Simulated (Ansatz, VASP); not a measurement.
## HfC in VASP and in Ansatz

```xyz
4
Lattice="3.8455 0.0000 0.0000 -1.9228 3.3303 0.0000 0.0000 0.0000 4.6591" Properties=species:S:1:pos:R:3 pbc="T T T"
Hf    1.9228    1.1101    2.0780
Hf    0.0000    2.2202    4.4076
C     1.9228    1.1101    4.3323
C     0.0000    2.2202    2.0027
```

Change from the starting cell: species swapped into the CdSe type (P6_3mc, No. 186).

Alike in both runs: task relaxation of cell and atoms; functional PBE; k mesh 12 × 12 × 10; occupations gaussian, width 0.1 eV; no spin polarisation.

|  | VASP | Ansatz |
| --- | --- | --- |
| version | VASP 6.6.1 | Ansatz 0.2.0 |
| potentials or method | VASP PAW PBE potentials, release 64 (Hf_pv, C), cutoff 600 eV | scalar-relativistic, plane waves, PAW |
| valence electrons in the cell | 28 | 60 |

```tsv
	VASP	Ansatz	Ansatz less VASP
gap on the k mesh at the Fermi level, each at its own relaxed structure (eV)	none	none	-
relaxed volume (Å³/atom)	14.86	14.91	+0.044
relaxed cell length with the largest relative difference (Å)	4.632	4.637	+0.0049
```

A gap of «none» marks a metal or a gap that the smearing closes. VASP's potentials hold 28 valence electrons a cell and Ansatz's 60, so a difference there can come from the potentials and not from the codes.

Neither program's run includes spin-orbit coupling.
